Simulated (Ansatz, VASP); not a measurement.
**Two plane-wave programs on Ga2BAs3**

```
CELL_PARAMETERS angstrom
4.27708 0.00000 0.00000
-2.13854 3.70406 0.00000
0.00000 0.00000 7.93905
ATOMIC_POSITIONS crystal
Ga 0.33333 0.66667 0.00000
Ga 0.66667 0.33333 0.00000
B 0.00000 0.00000 0.00000
As 0.33333 0.66667 0.50000
As 0.66667 0.33333 0.50000
As 0.00000 0.00000 0.50000
```

Alike in both runs: task single point; functional PBE; k mesh 6 × 6 × 2; occupations gaussian, width 0.1 eV; no spin polarisation.

```csv
,VASP,Ansatz
version,VASP 6.6.1,Ansatz 0.2.0
potentials or method,"VASP PAW PBE potentials, release 64 (Ga_d, B, As), cutoff 520 eV","scalar-relativistic, plane waves, PAW"
valence electrons in the cell,44,74
```

|  | VASP | Ansatz | Ansatz less VASP |
| --- | --- | --- | --- |
| gap on the k mesh at the Fermi level (eV) | none | none | - |
| pressure (GPa) | 13.4 | 13.0 | -0.47 |
| traceless stress, the component that is largest in VASP (GPa) | -15.73 | -15.28 | +0.450 |

A gap of «none» marks a metal or a gap that the smearing closes. VASP's potentials hold 44 valence electrons a cell and Ansatz's 74, so a difference there can come from the potentials and not from the codes.

The k mesh is coarse, so the values compare programs but aren't converged.
